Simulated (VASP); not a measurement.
# Yb (Im-3m) in VASP: notebook, part 3 of 3

VASP 6.6.1. The steps go on from the part before.

**7. Electric field gradients, PBEsol (volume scaled by 1.06)**

The input, INCAR:

```
PREC     = Accurate       # precision mode
ENCUT    = 520            # plane-wave cutoff, eV
EDIFF    = 1E-8           # SCF threshold, eV
ISMEAR   = -1             # smearing method
SIGMA    = 0.05           # smearing width, eV
LREAL    = False          # projectors in reciprocal space
LASPH    = True           # aspherical terms in the spheres
NELM     = 100            # most SCF steps
ALGO     = Normal         # electronic algorithm
ISIF     = 2              # what is computed and relaxed
LWAVE    = False          # write WAVECAR
LCHARG   = False          # write CHGCAR
GGA      = PS             # functional
LEFG     = True         
NBANDS   = 18             # bands
```

The input, KPOINTS:

```
regular mesh
0
Gamma
  12 12 12
```

The input, POSCAR:

```
Yb
1.0
   -2.1936796540      2.1936796540      2.1936796540
    2.1936796540     -2.1936796540      2.1936796540
    2.1936796540      2.1936796540     -2.1936796540
Yb
1
Direct
    0.0000000000      0.0000000000      0.0000000000
```

Potentials or basis: VASP PAW PBE potentials, release 64 (Yb).

Run with:

```console
$ cat potpaw_PBE.64/Yb/POTCAR > POTCAR
$ mpirun -np 1 vasp_std > vasp.out
```

OUTCAR:

```text
PREC = Accurate
   ENCUT = 520
   EDIFF = 1E-8
   ISMEAR = -1
   LREAL = False
   LASPH = True
   NELM = 100
   ISIF = 2
   GGA = PS

 ion  position               nearest neighbor table
   1  0.000  0.000  0.000-

  LATTYP: Found a body centered cubic cell.
 ALAT       =     4.3873593080

  Lattice vectors:

 A1 = (  -2.1936796540,   2.1936796540,   2.1936796540)
 A2 = (   2.1936796540,  -2.1936796540,   2.1936796540)
 A3 = (   2.1936796540,   2.1936796540,  -2.1936796540)

Analysis of symmetry for initial positions (statically):
=====================================================================
 Subroutine PRICEL returns:
 Original cell was already a primitive cell.

 Routine SETGRP: Setting up the symmetry group for a
 body centered cubic supercell.

 Subroutine GETGRP returns: Found 48 space group operations
 (whereof 48 operations were pure point group operations)
 out of a pool of 48 trial point group operations.

The static configuration has the point symmetry O_h .

Analysis of symmetry for dynamics (positions and initial velocities):
=====================================================================
 Subroutine PRICEL returns:
 Original cell was already a primitive cell.

 Routine SETGRP: Setting up the symmetry group for a
 body centered cubic supercell.

 Subroutine GETGRP returns: Found 48 space group operations
 (whereof 48 operations were pure point group operations)
 out of a pool of 48 trial point group operations.

The dynamic configuration has the point symmetry O_h .

 Subroutine INISYM returns: Found 48 space group operations
[... 143 lines left out ...]

 val. band max:        0.9923259505   @ k =  -0.4167  -0.4167   0.1667
 cond. band min:       1.0124244427   @ k =   0.5000   0.5000   0.2500
 fundamental gap:      0.0200984922
 Fermi energy:         0.9952406425

 k-point     1 :       0.0000    0.0000    0.0000
  band No.  band energies     occupation
      1     -50.8796      2.00000
      2     -23.1392      2.00000
      3     -23.1392      2.00000
      4     -23.1392      2.00000
      5      -3.8255      2.00000
      6       0.5928      1.99936
[... 481 lines left out ...]
      5      -0.2532      2.00000
      6       0.5957      1.99932
[... 10 lines left out ...]
     17       6.7716      0.00000
     18       7.6915      0.00000

 [... further k-points ...]

------------------------ aborting loop because EDIFF is reached ----------------------------------------

  FORCE on cell =-STRESS in cart. coord.  units (eV):
  Direction    XX          YY          ZZ          XY          YZ          ZX
  --------------------------------------------------------------------------------------
  -------------------------------------------------------------------------------------
  Total       -1.0830630     -1.0830630     -1.0830630      0.0000000      0.0000000     -0.0000000
  in kB      -41.0945936    -41.0945936    -41.0945936      0.0000000      0.0000000     -0.0000000
  external PRESSURE =     -41.0945936 kB  Pullay stress =       0.0000000 kB

 VOLUME and BASIS-vectors are now :
 -----------------------------------------------------------------------------
  energy-cutoff  :      520.00
  volume of cell :       42.23
      direct lattice vectors                 reciprocal lattice vectors
    -2.193679654  2.193679654  2.193679654     0.000000000  0.227927537  0.227927537
     2.193679654 -2.193679654  2.193679654     0.227927537  0.000000000  0.227927537
     2.193679654  2.193679654 -2.193679654     0.227927537  0.227927537  0.000000000

 POSITION                                       TOTAL-FORCE (eV/Angst)
 -----------------------------------------------------------------------------------
      0.00000      0.00000      0.00000         0.000000      0.000000      0.000000
 -----------------------------------------------------------------------------------
    total drift:                               -0.000000     -0.000000      0.000000

  FREE ENERGIE OF THE ION-ELECTRON SYSTEM (eV)
  ---------------------------------------------------
  free  energy   TOTEN  =        -3.7745059832 eV

  energy  without entropy=       -3.7602106662  energy(sigma->0) =       -3.76735832

 Electric field gradients (V/A^2)
---------------------------------------------------------------------
 ion       V_xx      V_yy      V_zz      V_xy      V_xz      V_yz
---------------------------------------------------------------------
   1      -0.000    -0.000     0.000    -0.002    -0.002    -0.002
---------------------------------------------------------------------

 Electric field gradients after diagonalization (V/A^2)
 (convention: |V_zz| > |V_xx| > |V_yy|)
----------------------------------------------------------------------
 ion       V_xx      V_yy      V_zz     asymmetry (V_yy - V_xx)/ V_zz
----------------------------------------------------------------------
   1       0.002     0.002    -0.005       0.000
----------------------------------------------------------------------

           NMR quadrupolar parameters

 Cq : quadrupolar parameter    Cq=e*Q*V_zz/h
 eta: asymmetry parameters     (V_yy - V_xx)/ V_zz
 Q  : nuclear electric quadrupole moment in mb (millibarn)
----------------------------------------------------------------------
 ion       Cq(MHz)       eta       Q (mb)
----------------------------------------------------------------------
   1      -0.000       0.000       1.000
----------------------------------------------------------------------
```

OSZICAR:

```text
N       E                     dE             d eps       ncg     rms          rms(c)
DAV:   1     0.120411501754E+03    0.12041E+03   -0.87962E+03  3314   0.886E+03
DAV:   2     0.122603917765E+02   -0.10815E+03   -0.10473E+03  3340   0.554E+02
DAV:   3    -0.173723196847E+01   -0.13998E+02   -0.13884E+02  3902   0.115E+02
DAV:   4    -0.391830246189E+01   -0.21811E+01   -0.21740E+01  5134   0.347E+01
[... 22 lines left out ...]
DAV:  27    -0.377450648096E+01    0.24113E-06   -0.58044E-08  4054   0.680E-03    0.471E-02
DAV:  28    -0.377450613829E+01    0.34267E-06   -0.18565E-07  4428   0.151E-02    0.153E-02
DAV:  29    -0.377450601824E+01    0.12004E-06   -0.10138E-07  4318   0.101E-02    0.566E-03
DAV:  30    -0.377450598810E+01    0.30143E-07   -0.31194E-08  1910   0.586E-03    0.153E-03
DAV:  31    -0.377450598321E+01    0.48894E-08   -0.77020E-09  2666   0.186E-03
   1 F= -.37745060E+01 E0= -.37673583E+01  d E =-.142953E-01
```

stdout:

```text
POSCAR found type information on POSCAR Yb
 POSCAR found :  1 types and       1 ions
 scaLAPACK will be used
 -----------------------------------------------------------------------------
|                                                                             |
|                                                                             |
|     You enforced a specific xc type in the INCAR file but a different       |
|     I HOPE YOU KNOW WHAT YOU ARE DOING!                                     |
|                                                                             |
 -----------------------------------------------------------------------------

 LDA part: xc-table for (Slater+PW92), standard interpolation
 POSCAR, INCAR and KPOINTS ok, starting setup
 FFT: planning ... GRIDC
 FFT: planning ... GRID_SOFT
 FFT: planning ... GRID
 WAVECAR not read
 entering main loop
ion   1
```

It took 3.1 min on 1 thread of AMD EPYC 7R13, shared host; peak memory 0.18 GiB.

What came out:

```yaml
Free_energy: -3.7745 eV
Pressure: -4.1 GPa
Band_gap_on_the_k_mesh: zero (band 12 reaches 1.32 eV, above the bottom of band 13 at 0.75 eV)
```

Levels at points of the mesh, in eV from the Fermi level:
| k point | band 10 | band 11 | band 12 | band 13 | band 14 | band 15 |
| --- | --- | --- | --- | --- | --- | --- |
| (0.00, 0.00, 0.00) | -0.30 | -0.30 | -0.28 | 2.69 | 2.69 | 2.69 |
| (0.50, 0.00, 0.00) | -0.33 | -0.31 | -0.30 | 0.27 | 1.31 | 3.98 |
| (0.50, 0.50, 0.50) | -0.30 | -0.30 | -0.24 | -0.24 | 4.29 | 4.29 |

Caveat: without QUAD_EFG the Cq values of the log hold for a quadrupole moment of 1 mb, not for the nuclei; the PAW data sets were made with another functional, which shifts forces and pressure a little; spin-orbit coupling is left out, which moves the levels of the heavy elements. Spin polarisation is off, so any magnetic state and its effect on volume and gap are missing.

**8. Overview**

| cell | gap on the mesh (eV) | pressure (GPa) |
| --- | --- | --- |
| a = 3.651 Å, angles 109.5°, 1 atom | none | -3.0 |
| a = 3.701 Å, angles 109.5°, 1 atom | none | -3.6 |
| a = 3.726 Å, angles 109.5°, 1 atom | none | -3.7 |
| a = 3.751 Å, angles 109.5°, 1 atom | none | -3.9 |
| a = 3.800 Å, angles 109.5°, 1 atom | none | -4.1 |

Alike in all rows: task electric field gradients; level PBEsol; potentials or basis VASP PAW PBE potentials, release 64 (Yb); no spin polarisation; k mesh 12 × 12 × 12; cutoff (eV) 520; smearing fermi-dirac 0.05 eV.

Caveats: the PAW data sets were made with another functional, which shifts forces and pressure a little; spin-orbit coupling is left out, which moves the levels of the heavy elements.

Absolute energies hang on the potentials; compare differences alone.
